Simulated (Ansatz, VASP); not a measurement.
**One calculation of Nb, two programs**

The input INCAR:

```
SYSTEM = Nb
PREC     = Accurate       ! precision mode
ENCUT    = 520            ! plane-wave cutoff, eV
EDIFF    = 1E-6           ! SCF threshold, eV
ISMEAR   = 0              ! smearing method
SIGMA    = 0.15           ! smearing width, eV
LREAL    = .FALSE.        ! projectors in reciprocal space
LASPH    = .TRUE.         ! aspherical terms in the spheres
NELM     = 60             ! most SCF steps
ALGO     = Normal         ! electronic algorithm
ISIF     = 2              ! what is computed and relaxed
LWAVE    = .FALSE.        ! write WAVECAR
LCHARG   = .FALSE.        ! write CHGCAR
GGA      = PE             ! functional
NBANDS   = 12             ! bands
```

The input KPOINTS:

```
Automatic mesh
0
G
  20 20 20
  0 0 0
```

Contents of POSCAR:

```
Nb
1.0
   -1.6889092500      1.6889092500      1.6889092500
    1.6889092500     -1.6889092500      1.6889092500
    1.6889092500      1.6889092500     -1.6889092500
Nb
1
Direct
    0.0000000000      0.0000000000      0.0000000000
```

Input for Ansatz:

```yaml
crystal:
  lattice:
    - [-1.68890925, 1.68890925, 1.68890925]
    - [1.68890925, -1.68890925, 1.68890925]
    - [1.68890925, 1.68890925, -1.68890925]
  atoms:
    - { symbol: Nb, position: [0.0, 0.0, 0.0] }
basis:
  ecutwfc: 420
kpoints:
  mp_grid: { grid: [20, 20, 20] }
hamiltonian:
  xc: pbe
scf:
  occupations: { method: gaussian, width: 0.15 }
output:
  forces: true
  stress: true
  eigenvalues: true
```

Change from the starting cell: strain +0.015 along x and y, +0.015 along z, atoms carried along.

Alike in both runs: task single point; functional PBE; k mesh 20 × 20 × 20; occupations gaussian, width 0.15 eV; no spin polarisation.

|  | VASP | Ansatz |
| --- | --- | --- |
| version | VASP 6.6.1 | Ansatz 0.2.0 |
| potentials or method | VASP PAW PBE potentials, release 64 (Nb_sv), cutoff 520 eV | scalar-relativistic, plane waves, PAW |
| valence electrons in the cell | 13 | 13 |

```tsv
	VASP	Ansatz	Ansatz less VASP
gap on the k mesh at the Fermi level (eV)	none	none	-
pressure (GPa)	-9.5	-9.2	+0.27
```

A gap of «none» marks a metal or a gap that the smearing closes. The functional is the same, so the differences come from potentials, cutoffs and numerics.
